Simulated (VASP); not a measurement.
Set up this calculation in VASP 6.6.1, as the native input.

```yaml
Task: single point
Functional: PBE
Potentials_or_basis: VASP PAW PBE potentials, release 64 (Si, Mo_sv, N)
Cutoff: 520 eV
k_mesh: 8 × 8 × 1
Occupations: gaussian, width 0.1 eV
Spin: no spin polarisation
Dipole_correction: yes
Further_INCAR_settings: ALGO = Normal; EDIFF = 1e-06; NBANDS = 34
```

The structure of Si4Mo2N lies in POSCAR:

```
Si4Mo2N
1.0
    3.2169717285      0.0000000000      0.0000000000
    0.0000000000      3.2169717285      0.0000000000
    0.0000000000      0.0000000000     21.8787970046
Si Mo N
4 2 1
Direct
    0.0000000000      0.0000000000      0.1828254085
    0.0000000000      0.0000000000      0.3015081460
    0.5000000000      0.5000000000      0.3593659936
    0.5000000000      0.5000000000      0.4743769505
    0.5000000000      0.5000000000      0.2421667772
    0.0000000000      0.0000000000      0.4192862006
    0.6250000000      0.7500000000      0.5376171947
```

One way to write it, as run:

INCAR

```
PREC = Accurate
ENCUT = 520
EDIFF = 1E-6
ISMEAR = 0
SIGMA = 0.1
LREAL = False
LASPH = True
NELM = 100
ALGO = Normal
ISIF = 2
LWAVE = False
LCHARG = False
LDIPOL = True
IDIPOL = 3
DIPOL = 0.5 0.5 0.360
GGA = PE
NBANDS = 34
```

KPOINTS

```
regular mesh
0
Gamma
  8 8 1
```

Potentials or basis: VASP PAW PBE potentials, release 64 (Si, Mo_sv, N).

Command:

```bash
$ cat potpaw_PBE.64/Si/POTCAR potpaw_PBE.64/Mo_sv/POTCAR potpaw_PBE.64/N/POTCAR > POTCAR
$ mpirun -np 1 vasp_std > vasp.out
```

Results of the run:

```
Largest force          : 1.671 eV/Å
Band gap on the k mesh : zero (an odd number of electrons rules out a gap without spin polarisation)
```

Run time: 4.7 min on 1 thread of Intel(R) Xeon(R) Platinum 8488C (Sapphire Rapids), with other jobs on the host, peak memory 0.44 GiB.
